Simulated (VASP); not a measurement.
A run of VASP 6.6.1 is set up as follows.

File POSCAR:

```
K3Sr
1.0
   -3.1733870000      3.1733870000      6.8486110000
    3.1733870000     -3.1733870000      6.8486110000
    3.1733870000      3.1733870000     -6.8486110000
K Sr
3 1
Direct
    0.7500000000      0.2500000000      0.5000000000
    0.2500000000      0.7500000000      0.5000000000
    0.5000000000      0.5000000000      0.0000000000
    0.0000000000      0.0000000000      0.0000000000
```

Contents of INCAR.step1:

```
SYSTEM = K3Sr
  PREC = Accurate
  ENCUT = 520
  ISMEAR = -1
  SIGMA = 0.1
  LREAL = .FALSE.
  LASPH = .TRUE.
  NELM = 80
  NBANDS = 26
  GGA = PE
  ALGO = Normal
  EDIFF = 1E-4
  LWAVE = .TRUE.
  LCHARG = .FALSE.
```

File INCAR.step2:

```
SYSTEM = K3Sr
  PREC = Accurate
  ENCUT = 520
  EDIFF = 1E-7
  ISMEAR = -1
  SIGMA = 0.1
  LREAL = .FALSE.
  LASPH = .TRUE.
  NELM = 80
  ALGO = Normal
  ISIF = 2
  LWAVE = .FALSE.
  LCHARG = .FALSE.
  METAGGA = R2SCAN
  LMIXTAU = .TRUE.
  NBANDS = 26
  ISTART = 1
```

The input KPOINTS:

```
Automatic mesh
0
G
  5 5 5
  0 0 0
```

Potentials or basis: VASP PAW PBE potentials, release 64 (K_sv, Sr_sv).

Launch:

```bash
$ cat potpaw_PBE.64/K_sv/POTCAR potpaw_PBE.64/Sr_sv/POTCAR > POTCAR
$ cp INCAR.step1 INCAR
$ mpirun -np 1 vasp_std > vasp.out
$ cp INCAR.step2 INCAR
$ mpirun -np 1 vasp_std > vasp.out
```

Question: What does it give for the pressure?

Answer: 0.1 GPa.

Caveat: the PAW data sets were made with another functional, which shifts forces and pressure a little.
